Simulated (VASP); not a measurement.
# Al3BN2 (P3m1) in VASP: single point with PBE

Aim: the single point of Al3BN2 with PBE.

Everything below comes from runs of VASP 6.6.1. Logs are shortened: lines on timing, memory, paths and dates and some standing lists are left out, and cuts for length are marked.

## (1) The cell of the first run

It takes space group P3m1 (No. 156, trigonal). Conventional cell: a = 3.101 Å, b = 3.101 Å, c = 8.519 Å, α = 90.00°, β = 90.00°, γ = 120.00°. Al (site symmetry 3m) has 4 N at 1.87 to 1.91 Å within 2.5 Å. Within 2.5 Å of Al (site symmetry 3m) lie 3 N at 1.92 Å and 1 B at 2.14 Å. Within 2.5 Å of Al (site symmetry 3m) lie 1 N at 1.88 Å and 3 B at 2.20 Å. Within 2.8 Å of B (site symmetry 3m) lie 4 Al at 2.14 to 2.20 Å. Within 2.5 Å of N (site symmetry 3m) lie 4 Al at 1.87 to 1.92 Å. Within 2.5 Å of N (site symmetry 3m) lie 4 Al at 1.88 to 1.91 Å.

## (2) Single point, PBE

The input, INCAR:

```
PREC = Accurate
ENCUT = 600
EDIFF = 1E-6
ISMEAR = 0
SIGMA = 0.1
LREAL = F
LASPH = T
NELM = 120
ALGO = Normal
ISIF = 2
LWAVE = F
LCHARG = T
GGA = PE
LELF = T
LVHAR = T
NBANDS = 20
GGA_COMPAT = F
```

The input, KPOINTS:

```
Automatic mesh
0
Gamma
  6 6 2
```

The input, POSCAR:

```
Al3BN2
1.0
    3.1009368574      0.0000000000      0.0000000000
   -1.5504684287      2.6854900940      0.0000000000
    0.0000000000      0.0000000000      8.5190024673
Al B N
3 1 2
Direct
    0.6666666667      0.3333333333      0.6757938412
    0.0000000000      0.0000000000      0.9759029944
    0.3333333333      0.6666666667      0.3775616707
    0.0000000000      0.0000000000      0.2273972160
    0.6666666667      0.3333333333      0.8954013207
    0.3333333333      0.6666666667      0.5979429569
```

Potentials or basis: VASP PAW PBE potentials, release 64 (Al, B, N).

Run with:

```sh
> cat potpaw_PBE.64/Al/POTCAR potpaw_PBE.64/B/POTCAR potpaw_PBE.64/N/POTCAR > POTCAR
> mpirun -np 1 vasp_std > vasp.out
```

OUTCAR:

```text
PREC = Accurate
   ENCUT = 600
   EDIFF = 1E-6
   ISMEAR = 0
   LREAL = F
   LASPH = T
   NELM = 120
   ISIF = 2
   GGA = PE

 ion  position               nearest neighbor table
   1  0.667  0.333  0.676-   5 1.87   6 1.91   6 1.91   6 1.91   3 3.11   3 3.11   3 3.11   2 3.12
                             2 3.12   2 3.12
   2  0.000  0.000  0.976-   5 1.92   5 1.92   5 1.92   4 2.14   1 3.12   1 3.12   1 3.12
   3  0.333  0.667  0.378-   6 1.88   4 2.20   4 2.20   4 2.20   1 3.11   1 3.11   1 3.11
   4  0.000  0.000  0.227-   2 2.14   3 2.20   3 2.20   3 2.20
   5  0.667  0.333  0.895-   1 1.87   2 1.92   2 1.92   2 1.92
   6  0.333  0.667  0.598-   3 1.88   1 1.91   1 1.91   1 1.91

  LATTYP: Found a hexagonal cell.
 ALAT       =     3.1009368574
 C/A-ratio  =     2.7472350645

  Lattice vectors:

 A1 = (   3.1009368574,   0.0000000000,   0.0000000000)
 A2 = (  -1.5504684287,   2.6854900940,   0.0000000000)
 A3 = (   0.0000000000,   0.0000000000,   8.5190024673)

Analysis of symmetry for initial positions (statically):
=====================================================================
 Subroutine PRICEL returns:
 Original cell was already a primitive cell.

 Routine SETGRP: Setting up the symmetry group for a
 hexagonal supercell.

 Subroutine GETGRP returns: Found  6 space group operations
 (whereof  6 operations were pure point group operations)
 out of a pool of 24 trial point group operations.

The static configuration has the point symmetry C_3v.

Analysis of symmetry for dynamics (positions and initial velocities):
=====================================================================
 Subroutine PRICEL returns:
 Original cell was already a primitive cell.

 Routine SETGRP: Setting up the symmetry group for a
 hexagonal supercell.

 Subroutine GETGRP returns: Found  6 space group operations
 (whereof  6 operations were pure point group operations)
 out of a pool of 24 trial point group operations.

The dynamic configuration has the point symmetry C_3v.

 Subroutine INISYM returns: Found  6 space group operations
 (whereof  6 operations are pure point group operations),
 and found     1 'primitive' translations

----------------------------------------------------------------------------------------

                                     Primitive cell

  volume of cell :      70.9423

  direct lattice vectors                    reciprocal lattice vectors
     3.100936857  0.000000000  0.000000000     0.322483187  0.186185755  0.000000000
    -1.550468429  2.685490094  0.000000000     0.000000000  0.372371509  0.000000000
     0.000000000  0.000000000  8.519002467     0.000000000  0.000000000  0.117384636

  length of vectors
     3.100936857  3.100936857  8.519002467     0.372371509  0.372371509  0.117384636

  position of ions in fractional coordinates (direct lattice)
     0.666666667  0.333333333  0.675793841
     0.000000000  0.000000000  0.975902994
     0.333333333  0.666666667  0.377561671
     0.000000000  0.000000000  0.227397216
     0.666666667  0.333333333  0.895401321
     0.333333333  0.666666667  0.597942957

  ion indices of the primitive-cell ions
   primitive index   ion index
                 1           1
                 2           2
                 3           3
                 4           4
                 5           5
                 6           6

----------------------------------------------------------------------------------------

 KPOINTS: Automatic mesh

Automatic generation of k-mesh.
 Grid dimensions read from file:
 generate k-points for:    6    6    2

 Generating k-lattice:

  Cartesian coordinates                     Fractional coordinates (reciprocal lattice)
     0.053747198  0.031030959  0.000000000     0.166666667  0.000000000  0.000000000
     0.000000000  0.062061918  0.000000000     0.000000000  0.166666667  0.000000000
     0.000000000  0.000000000  0.058692318     0.000000000  0.000000000  0.500000000

  Length of vectors
     0.062061918  0.062061918  0.058692318

  Shift w.r.t. Gamma in fractional coordinates (k-lattice)
     0.000000000  0.000000000  0.000000000

 Subroutine IBZKPT returns following result:
 ===========================================

 Found     14 irreducible k-points:

 Following reciprocal coordinates:
            Coordinates               Weight
  0.000000  0.000000  0.000000      1.000000
  0.166667  0.000000  0.000000      6.000000
  0.333333  0.000000  0.000000      6.000000
  0.500000  0.000000  0.000000      3.000000
  0.166667  0.166667  0.000000      6.000000
  0.333333  0.166667  0.000000     12.000000
  0.333333  0.333333  0.000000      2.000000
  0.000000  0.000000  0.500000      1.000000
  0.166667  0.000000  0.500000      6.000000
  0.333333  0.000000  0.500000      6.000000
  0.500000  0.000000  0.500000      3.000000
  0.166667  0.166667  0.500000      6.000000
  0.333333  0.166667  0.500000     12.000000
  0.333333  0.333333  0.500000      2.000000
   k-points           NKPTS =     14   k-points in BZ     NKDIM =     14   number of bands    NBANDS=     20
   number of dos      NEDOS =    301   number of ions     NIONS =      6
   total plane-waves  NPLWV =  54880
   dimension x,y,z NGX =    28 NGY =   28 NGZ =   70
   dimension x,y,z NGXF=    56 NGYF=   56 NGZF=  140
   ions per type =               3   1   2
   NGX,Y,Z   is equivalent  to a cutoff of  15.01, 15.01, 13.66 a.u.
   NGXF,Y,Z  is equivalent  to a cutoff of  30.02, 30.02, 27.32 a.u.
 SYSTEM =  unknown system
   PREC   = accura    normal or accurate (medium, high low for compatibility)
   ISTART =      0    job   : 0-new  1-cont  2-samecut
   ICHARG =      2    charge: 1-file 2-atom 10-const
   ISPIN  =      1    spin polarized calculation?
   LNONCOLLINEAR =      F non collinear calculations
   LSORBIT =      F    spin-orbit coupling
   LASPH  =      T    aspherical Exc in radial PAW
   ENCUT  =  600.0 eV  44.10 Ry    6.64 a.u.   6.19  6.19 17.01*2*pi/ulx,y,z
   NELM   =    120;   NELMIN=  2; NELMDL= -5     # of ELM steps
   EDIFF  = 0.1E-05   stopping-criterion for ELM
   LREAL  =      F    real-space projection
   EDIFFG = 0.1E-04   stopping-criterion for IOM
   NSW    =      0    number of steps for IOM
   IBRION =     -1    ionic relax: 0-MD 1-quasi-New 2-CG
   NFREE  =      0    steps in history (QN), initial steepest desc. (CG)
   ISIF   =      2    stress and relaxation
   ISYM   =      2    0-nonsym 1-usesym 2-fastsym
   POTIM  = 0.5000    time-step for ionic-motion
   TEBEG  =    0.0;   TEEND  =   0.0 temperature during run
   PSTRESS=    0.0 pullay stress
   NELECT =      22.0000    total number of electrons
   NUPDOWN=      -1.0000    fix difference up-down
   EMIN   =  10.00;   EMAX   =-10.00  energy-range for DOS
   EFERMI =   0.00;   METHOD = LEGACY
   ISMEAR =     0;   SIGMA  =   0.10  broadening in eV -4-tet -1-fermi 0-gaus
   EFERMI_NEDOS =   21; number of points for ismear=-14 and -15
   IALGO  =     38    algorithm
   IMIX   =      4    mixing-type and parameters
     AMIX     =   0.40;   BMIX     =  1.00
     AMIX_MAG =   1.60;   BMIX_MAG =  1.00
  volume/ion in A,a.u.               =      11.82        79.79
  Fermi-wavevector in a.u.,A,eV,Ry     =   1.108104  2.094014 16.706528  1.227895
  Thomas-Fermi vector in A             =   2.244627
   LORBIT       =      0    0 simple, 1 ext, 2 COOP (PROOUT), +10 PAW based schemes
   GGA     = PE    functional components
   LHFCALC =     F    Hartree Fock is set to
   AEXX    =    0.0000 exact exchange contribution
   IVDW    =     0    specifies the selected vdW correction
   LEPSILON=     F    determine dielectric tensor
   LRPA    =     F    only Hartree local field effects (RPA)
 non-spin polarized calculation
 Gauss-broadening in eV      SIGMA  =   0.10
  energy-cutoff  :      600.00
  volume of cell :       70.94
 maximum number of plane-waves:      2398
 NGX is ok and might be reduce to    28
   NGX = 13   NGY = 13   NGZ = 35

 number of electron      22.0000001 magnetization

 Free energy of the ion-electron system (eV)
  ---------------------------------------------------
  ext. energy  EPLUGINS =         0.00000000
  ---------------------------------------------------
  free energy    TOTEN  =       -38.20403893 eV

  energy without entropy =      -38.18617440  energy(sigma->0) =      -38.19510667

 E-fermi :   6.2766     XC(G=0): -10.4733

 val. band max:        6.2636127740   @ k =   0.3333   0.1667   0.5000
 cond. band min:       6.3191841566   @ k =   0.3333   0.1667   0.0000
 fundamental gap:      0.0555713826
 Fermi energy:         6.2766472668

 k-point     1 :       0.0000    0.0000    0.0000
  band No.  band energies     occupation
      1      -9.8608      2.00000
      2      -8.6788      2.00000
      3      -3.5682      2.00000
      4       0.3425      2.00000
      5       0.7426      2.00000
      6       4.2046      2.00000
[... 12 lines left out ...]
     19      16.1487      0.00000
     20      16.8395      0.00000

 k-point     2 :       0.1667    0.0000    0.0000
  band No.  band energies     occupation
      1      -9.5388      2.00000
      2      -8.4153      2.00000
      3      -3.0743      2.00000
      4       0.6324      2.00000
      5       0.9644      2.00000
      6       2.9451      2.00000
[... 12 lines left out ...]
     19      16.0746      0.00000
     20      16.3923      0.00000
[... 235 lines left out ...]
      3      -0.6246      2.00000
      4      -0.0130      2.00000
      5       0.9610      2.00000
      6       1.7537      2.00000
[... 12 lines left out ...]
     19      15.3167      0.00000
     20      15.6431      0.00000

 k-point    14 :       0.3333    0.3333    0.5000
  band No.  band energies     occupation
      1      -7.9808      2.00000
      2      -7.3360      2.00000
      3       0.3611      2.00000
      4       0.3665      2.00000
      5       0.6849      2.00000
      6       1.0800      2.00000
[... 12 lines left out ...]
     19      16.1432      0.00000
     20      16.4135      0.00000

------------------------ aborting loop because EDIFF is reached ----------------------------------------

  FORCE on cell =-STRESS in cart. coord.  units (eV):
  Direction    XX          YY          ZZ          XY          YZ          ZX
  --------------------------------------------------------------------------------------
  -------------------------------------------------------------------------------------
  Total        0.3601923      0.3601923     -0.0893755      0.0000000     -0.0000000      0.0000000
  in kB        8.1346677      8.1346677     -2.0184764      0.0000000     -0.0000000      0.0000000
  external PRESSURE =       4.7502863 kB  Pullay stress =       0.0000000 kB

 VOLUME and BASIS-vectors are now :
 -----------------------------------------------------------------------------
  energy-cutoff  :      600.00
  volume of cell :       70.94
      direct lattice vectors                 reciprocal lattice vectors
     3.100936857  0.000000000  0.000000000     0.322483187  0.186185755  0.000000000
    -1.550468429  2.685490094  0.000000000     0.000000000  0.372371509  0.000000000
     0.000000000  0.000000000  8.519002467     0.000000000  0.000000000  0.117384636

 POSITION                                       TOTAL-FORCE (eV/Angst)
 -----------------------------------------------------------------------------------
      1.55047      0.89516      5.75709        -0.000000     -0.000000      0.038549
      0.00000      0.00000      8.31372         0.000000     -0.000000      0.074321
     -0.00000      1.79033      3.21645        -0.000000     -0.000000     -0.100786
      0.00000      0.00000      1.93720        -0.000000     -0.000000      0.030096
      1.55047      0.89516      7.62793        -0.000000     -0.000000      0.012901
     -0.00000      1.79033      5.09388         0.000000      0.000000     -0.055080
 -----------------------------------------------------------------------------------
    total drift:                                0.000000     -0.000000      0.000753

  FREE ENERGIE OF THE ION-ELECTRON SYSTEM (eV)
  ---------------------------------------------------
  free  energy   TOTEN  =       -38.2040389340 eV

  energy  without entropy=      -38.1861743981  energy(sigma->0) =      -38.19510667
```

Wall time 26 s (1 thread of Intel Xeon Platinum 8259CL at 2.50GHz (Skylake/Cascade Lake), shared host); peak memory 0.22 GiB.

What came out:

| Property | Result |
| --- | --- |
| Free energy | -38.2040 eV |
| Pressure | 0.5 GPa |
| Largest force | 0.101 eV/Å |
| Band gap on the k mesh | zero (bands 11 and 12 overlap by 4.25 eV) |

Forces on the atoms (eV/Å):
```
Al   0.000  0.000  0.039
Al   0.000  0.000  0.074
Al   0.000  0.000 -0.101
B    0.000  0.000  0.030
N    0.000  0.000  0.013
N    0.000  0.000 -0.055
```

Levels at points of the mesh, in eV from the Fermi level:
| k point | band 7 | band 8 | band 9 | band 10 | band 11 | band 12 | band 13 | band 14 | band 15 | band 16 |
| --- | --- | --- | --- | --- | --- | --- | --- | --- | --- | --- |
| (0.00, 0.00, 0.00) | -2.07 | -1.36 | -1.36 | -1.16 | 2.12 | 3.81 | 3.81 | 5.38 | 6.43 | 9.36 |
| (0.50, 0.00, 0.00) | -3.13 | -3.11 | -2.98 | -2.18 | -1.17 | 1.61 | 1.85 | 5.02 | 5.33 | 5.68 |
| (0.00, 0.00, 0.50) | -2.07 | -2.07 | -1.36 | -1.36 | 3.30 | 3.80 | 3.80 | 4.41 | 6.79 | 8.78 |
| (0.50, 0.00, 0.50) | -3.93 | -3.16 | -3.10 | -2.19 | -0.83 | 1.87 | 2.56 | 3.30 | 5.13 | 6.98 |

Caveat: the k points lie up to 0.39 Å⁻¹ apart, too coarse for converged energies and pressures of a metal.

The gap in the log of VASP goes by the Fermi energy; the results here count the filled bands.